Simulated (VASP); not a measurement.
# BaCd3Se4 (Pm-3m) in VASP: further runs, part 2 of 2

VASP 6.6.1.

## 4. Relaxation of cell and atoms, PBE

This run uses another cell than the first one, of 22.47 Å³/atom, 0.799 times its volume.

Contents of INCAR:

```
SYSTEM = BaCd3Se4
  ALGO = Normal
  EDIFF = 1E-6
  EDIFFG = -0.08
  ENCUT = 600
  GGA = PE
  IBRION = 2
  ISIF = 3
  ISMEAR = 0
  LASPH = .TRUE.
  LCHARG = .FALSE.
  LREAL = .FALSE.
  LWAVE = .FALSE.
  NELM = 80
  NSW = 36
  PREC = Accurate
  SIGMA = 0.15
```

Contents of KPOINTS:

```
k-points
0
G
  2 2 2
  0 0 0
```

Contents of POSCAR:

```
BaCd3Se4
1.0
    5.6437462700      0.0000000000      0.0000000000
    0.0000000000      5.6437462700      0.0000000000
    0.0000000000      0.0000000000      5.6437462700
Ba Cd Se
1 3 4
Direct
    0.0000000000      0.0000000000      0.0000000000
    0.0000000000      0.5000000000      0.5000000000
    0.5000000000      0.0000000000      0.5000000000
    0.5000000000      0.5000000000      0.0000000000
    0.5000000000      0.0000000000      0.0000000000
    0.5000000000      0.5000000000      0.5000000000
    0.0000000000      0.0000000000      0.5000000000
    0.0000000000      0.5000000000      0.0000000000
```

Potentials or basis: VASP PAW PBE potentials, release 64 (Ba_sv, Cd, Se).

Command:

```sh
cat potpaw_PBE.64/Ba_sv/POTCAR potpaw_PBE.64/Cd/POTCAR potpaw_PBE.64/Se/POTCAR > POTCAR
mpirun -np 1 vasp_std > vasp.out
```

OUTCAR:

```text
SYSTEM = BaCd3Se4
   EDIFF = 1E-6
   EDIFFG = -0.08
   ENCUT = 600
   GGA = PE
   IBRION = 2
   ISIF = 3
   ISMEAR = 0
   LASPH = .TRUE.
   LREAL = .FALSE.
   NELM = 80
   NSW = 36
   PREC = Accurate

 ion  position               nearest neighbor table
   1  0.000  0.000  0.000-   5 2.82   7 2.82   8 2.82   7 2.82   8 2.82   5 2.82   2 3.99   3 3.99
                             2 3.99   2 3.99   4 3.99   3 3.99   2 3.99   3 3.99   4 3.99   4 3.99
   2  0.000  0.500  0.500-   6 2.82   7 2.82   8 2.82   8 2.82   7 2.82   6 2.82   1 3.99   1 3.99
                             1 3.99   1 3.99
   3  0.500  0.000  0.500-   5 2.82   6 2.82   7 2.82   5 2.82   6 2.82   7 2.82   1 3.99   1 3.99
                             1 3.99   1 3.99
   4  0.500  0.500  0.000-   5 2.82   6 2.82   8 2.82   6 2.82   5 2.82   8 2.82   1 3.99   1 3.99
                             1 3.99   1 3.99
   5  0.500  0.000  0.000-   1 2.82   3 2.82   4 2.82   3 2.82   4 2.82   1 2.82
   6  0.500  0.500  0.500-   2 2.82   3 2.82   4 2.82   4 2.82   3 2.82   2 2.82
   7  0.000  0.000  0.500-   1 2.82   2 2.82   3 2.82   1 2.82   2 2.82   3 2.82
   8  0.000  0.500  0.000-   1 2.82   2 2.82   4 2.82   2 2.82   1 2.82   4 2.82

  LATTYP: Found a simple cubic cell.
 ALAT       =     5.6437462700

  Lattice vectors:

 A1 = (   5.6437462700,   0.0000000000,   0.0000000000)
 A2 = (   0.0000000000,   5.6437462700,   0.0000000000)
 A3 = (   0.0000000000,   0.0000000000,   5.6437462700)

Analysis of symmetry for initial positions (statically):
=====================================================================
 Subroutine PRICEL returns:
 Original cell was already a primitive cell.

 Routine SETGRP: Setting up the symmetry group for a
 simple cubic supercell.

 Subroutine GETGRP returns: Found 48 space group operations
 (whereof 48 operations were pure point group operations)
 out of a pool of 48 trial point group operations.

The static configuration has the point symmetry O_h .

Analysis of symmetry for dynamics (positions and initial velocities):
=====================================================================
 Subroutine PRICEL returns:
 Original cell was already a primitive cell.

 Routine SETGRP: Setting up the symmetry group for a
 simple cubic supercell.

 Subroutine GETGRP returns: Found 48 space group operations
 (whereof 48 operations were pure point group operations)
[... 101 lines left out ...]
   POTIM  = 0.5000    time-step for ionic-motion
   TEBEG  =    0.0;   TEEND  =   0.0 temperature during run
   PSTRESS=    0.0 pullay stress
   NELECT =      70.0000    total number of electrons
   NUPDOWN=      -1.0000    fix difference up-down
   EMIN   =  10.00;   EMAX   =-10.00  energy-range for DOS
   EFERMI =   0.00;   METHOD = LEGACY
   ISMEAR =     0;   SIGMA  =   0.15  broadening in eV -4-tet -1-fermi 0-gaus
   EFERMI_NEDOS =   21; number of points for ismear=-14 and -15
   IALGO  =     38    algorithm
   IMIX   =      4    mixing-type and parameters
     AMIX     =   0.40;   BMIX     =  1.00
     AMIX_MAG =   1.60;   BMIX_MAG =  1.00
  volume/ion in A,a.u.               =      22.47       151.64
  Fermi-wavevector in a.u.,A,eV,Ry     =   1.195474  2.259118 19.444867  1.429157
  Thomas-Fermi vector in A             =   2.331438
   LORBIT       =      0    0 simple, 1 ext, 2 COOP (PROOUT), +10 PAW based schemes
   GGA     = PE    functional components
   LHFCALC =     F    Hartree Fock is set to
   AEXX    =    0.0000 exact exchange contribution
   IVDW    =     0    specifies the selected vdW correction
   LEPSILON=     F    determine dielectric tensor
   LRPA    =     F    only Hartree local field effects (RPA)
 conjugate gradient relaxation of ions
 non-spin polarized calculation
 Gauss-broadening in eV      SIGMA  =   0.15
  energy-cutoff  :      600.00
  volume of cell :      179.76
 maximum number of plane-waves:      6031
 NGX is ok and might be reduce to    48
   NGX = 23   NGY = 23   NGZ = 23

--------------------------------------- Ionic step        1  -------------------------------------------

 number of electron      70.0000009 magnetization

 Free energy of the ion-electron system (eV)
  ---------------------------------------------------
  ext. energy  EPLUGINS =         0.00000000
  ---------------------------------------------------
  free energy    TOTEN  =       -21.43568437 eV

  energy without entropy =      -21.32844264  energy(sigma->0) =      -21.38206351

 E-fermi :   3.4073     XC(G=0): -10.3339

 val. band max:        3.3217579711   @ k =   0.0000   0.0000   0.0000
 cond. band min:       3.4211440297   @ k =   0.0000   0.0000   0.0000
 fundamental gap:      0.0993860586
 Fermi energy:         3.4072545132

 k-point     1 :       0.0000    0.0000    0.0000
  band No.  band energies     occupation
      1     -22.9073      2.00000
      2      -9.6914      2.00000
      3      -9.1968      2.00000
      4      -9.1968      2.00000
      5      -8.8350      2.00000
      6      -8.8265      2.00000
[... 252 lines left out ...]
--------------------------------------- Ionic step        3  -------------------------------------------

 number of electron      69.9999961 magnetization

 Free energy of the ion-electron system (eV)
  ---------------------------------------------------
  ext. energy  EPLUGINS =         0.00000000
  ---------------------------------------------------
  free energy    TOTEN  =       -23.62053105 eV

  energy without entropy =      -23.49568392  energy(sigma->0) =      -23.55810749

 E-fermi :   1.2805     XC(G=0):  -9.2378

 val. band max:        1.2168477323   @ k =   0.0000   0.0000   0.0000
 cond. band min:       3.3660991082   @ k =   0.5000   0.0000   0.0000
 fundamental gap:      2.1492513760
 Fermi energy:         1.2805200592

 k-point     1 :       0.0000    0.0000    0.0000
  band No.  band energies     occupation
      1     -24.7797      2.00000
      2     -10.5939      2.00000
      3     -10.2920      2.00000
      4     -10.2920      2.00000
      5     -10.2920      2.00000
      6     -10.2322      2.00000
[... 204 lines left out ...]
  FREE ENERGIE OF THE ION-ELECTRON SYSTEM (eV)
  ---------------------------------------------------
  free  energy   TOTEN  =       -23.6205310511 eV

  energy  without entropy=      -23.4956839204  energy(sigma->0) =      -23.55810749

 reached required accuracy - stopping structural energy minimisation
```

CONTCAR:

```text
BaCd3Se4
   1.00000000000000
     6.1054475346148367   -0.0000000000000000    0.0000000000000000
     0.0000000000000000    6.1054475346148367   -0.0000000000000000
     0.0000000000000000    0.0000000000000000    6.1054475346148367
  Ba              Cd              Se
     1     3     4
Direct
     0.0000000000000000    0.0000000000000000    0.0000000000000000
     0.0000000000000000    0.5000000000000000    0.5000000000000000
     0.5000000000000000    0.0000000000000000    0.5000000000000000
     0.5000000000000000    0.5000000000000000    0.0000000000000000
     0.5000000000000000    0.0000000000000000    0.0000000000000000
     0.5000000000000000    0.5000000000000000    0.5000000000000000
     0.0000000000000000    0.0000000000000000    0.5000000000000000
     0.0000000000000000    0.5000000000000000    0.0000000000000000

  0.00000000E+00  0.00000000E+00  0.00000000E+00
  0.00000000E+00  0.00000000E+00  0.00000000E+00
  0.00000000E+00  0.00000000E+00  0.00000000E+00
  0.00000000E+00  0.00000000E+00  0.00000000E+00
  0.00000000E+00  0.00000000E+00  0.00000000E+00
  0.00000000E+00  0.00000000E+00  0.00000000E+00
  0.00000000E+00  0.00000000E+00  0.00000000E+00
  0.00000000E+00  0.00000000E+00  0.00000000E+00
```

It took 75 s on 1 thread of AMD EPYC 9R45 (Zen 5), shared host; peak memory 0.32 GiB.

What came out:

- Free energy: -23.6205 eV
- Relaxed volume: 28.45 Å³/atom
- Relaxed cell: a = 6.105 Å, b = 6.105 Å, c = 6.105 Å, α = 90.00°, β = 90.00°, γ = 90.00°
- Space group after relaxing (to 0.05 Å): Pm-3m (No. 221)
- Energy gained by relaxing: 273.1 meV/atom
- Ionic steps: 3
- Pressure after relaxing: 0.1 GPa

The path:
```tsv
step	energy change (eV)	largest force (eV/Å)	pressure (GPa)	volume (Å³)
1	0.0000	0.0000	17.91	179.76
2	-1.8759	0.0000	-3.60	253.35
3	-2.1848	0.0000	0.14	227.59
```

Final structure:
```
Ba Cd Se
1.0
     6.10545    0.00000    0.00000
     0.00000    6.10545    0.00000
     0.00000    0.00000    6.10545
Ba Cd Se
1 3 4
Cartesian
  0.0000 0.0000 0.0000
  0.0000 3.0527 3.0527
  3.0527 0.0000 3.0527
  3.0527 3.0527 0.0000
  3.0527 0.0000 0.0000
  3.0527 3.0527 3.0527
  0.0000 0.0000 3.0527
  0.0000 3.0527 0.0000
```

Caveat: the k points lie up to 0.51 Å⁻¹ apart in the final cell; the volume moved by over 15 % at a fixed basis, so the end points are rough; spin-orbit coupling is left out, which moves the levels of the heavy elements.

## 5. Relaxation of cell and atoms, PBE

This run uses another cell than the first one, of 25.53 Å³/atom, 0.908 times its volume.

Contents of INCAR:

```
SYSTEM = BaCd3Se4
  PREC = Accurate
  ENCUT = 600
  EDIFF = 1E-7
  ISMEAR = 0
  SIGMA = 0.15
  LREAL = .False.
  LASPH = .True.
  NELM = 60
  ALGO = Normal
  ISIF = 3
  LWAVE = .False.
  LCHARG = .False.
  GGA = PE
  IBRION = 2
  NSW = 36
  EDIFFG = -0.08
```

Contents of KPOINTS:

```
Automatic mesh
0
Gamma
  2 2 2
  0 0 0
```

Contents of POSCAR:

```
BaCd3Se4
1.0
    5.8892219000      0.0000000000      0.0000000000
    0.0000000000      5.8892219000      0.0000000000
    0.0000000000      0.0000000000      5.8892219000
Ba Cd Se
1 3 4
Direct
    0.5000000000      0.5000000000      0.5000000000
    0.5000000000      0.0000000000      0.0000000000
    0.0000000000      0.5000000000      0.0000000000
    0.0000000000      0.0000000000      0.5000000000
    0.0000000000      0.5000000000      0.5000000000
    0.5000000000      0.0000000000      0.5000000000
    0.5000000000      0.5000000000      0.0000000000
    0.0000000000      0.0000000000      0.0000000000
```

Command:

```sh
cat potpaw_PBE.64/Ba_sv/POTCAR potpaw_PBE.64/Cd/POTCAR potpaw_PBE.64/Se/POTCAR > POTCAR
mpirun -np 1 vasp_std > vasp.out
```

Wall time 91 s (1 thread of AMD EPYC 9R45 (Zen 5), shared host); peak memory 0.33 GiB.

Results (log left out):

```
Free energy                            : -23.6227 eV
Relaxed volume                         : 28.51 Å³/atom
Relaxed cell                           : a = 6.110 Å, b = 6.110 Å, c = 6.110 Å, α = 90.00°, β = 90.00°, γ = 90.00°
Space group after relaxing (to 0.05 Å) : Pm-3m (No. 221)
Energy gained by relaxing              : 52.8 meV/atom
Ionic steps                            : 3
Pressure after relaxing                : 0.0 GPa
```

Step by step:
```csv
step,energy change (eV),largest force (eV/Å),pressure (GPa),volume (Å³)
1,0.0000,0.0000,6.27,204.26
2,-0.3948,0.0000,-1.23,235.26
3,-0.4226,0.0000,0.03,228.08
```

Final structure:
```xyz
8
Lattice="6.1099 0.0000 0.0000 0.0000 6.1099 0.0000 0.0000 0.0000 6.1099" Properties=species:S:1:pos:R:3 pbc="T T T"
Ba    3.0549    3.0549    3.0549
Cd    3.0549    0.0000    0.0000
Cd    0.0000    3.0549    0.0000
Cd    0.0000    0.0000    3.0549
Se    0.0000    3.0549    3.0549
Se    3.0549    0.0000    3.0549
Se    3.0549    3.0549    0.0000
Se    0.0000    0.0000    0.0000
```

Levels at points of the mesh, in eV from the Fermi level:
```tsv
k point	band 31	band 32	band 33	band 34	band 35	band 36	band 37	band 38	band 39	band 40
(0.00, 0.00, 0.00)	-0.79	-0.79	-0.45	-0.39	-0.39	-0.06	-0.06	-0.06	3.49	3.49
(0.50, 0.00, 0.00)	-1.79	-1.00	-1.00	-0.15	-0.15	2.08	2.15	2.32	3.62	4.97
(0.50, 0.50, 0.00)	-1.62	-0.25	-0.19	-0.11	-0.11	3.06	3.43	3.43	4.12	4.28
(0.50, 0.50, 0.50)	-0.16	-0.16	-0.11	-0.11	-0.11	3.03	3.38	3.38	3.38	4.39
```

Caveat: the k points lie up to 0.51 Å⁻¹ apart in the final cell; spin-orbit coupling is left out, which moves the levels of the heavy elements.

## 6. Summary

| task | cell | cutoff (eV) | pressure (GPa) | relaxed volume (Å³/atom) |
| --- | --- | --- | --- | --- |
| single point | a = 6.081 Å, 8 atoms | 520 | 0.7 | - |
| single point | a = 6.104 Å, 8 atoms | 520 | 0.2 | - |
| relaxation of cell and atoms | relaxed from a = 5.644 Å, 8 atoms | 600 | 0.1 | 28.45 |
| relaxation of cell and atoms | relaxed from a = 5.889 Å, 8 atoms | 600 | 0.0 | 28.51 |

Alike in all rows: level PBE; potentials or basis VASP PAW PBE potentials, release 64 (Ba_sv, Cd, Se); no spin polarisation; k mesh 2 × 2 × 2; smearing gaussian 0.15 eV.

Caveats: all runs use coarse meshes; spin-orbit coupling is left out, which moves the levels of the heavy elements; the volume moved by over 15 % at a fixed basis, so the end points are rough (some runs).

Total energies depend on the potentials used, so only differences within one code and one set of settings carry meaning.
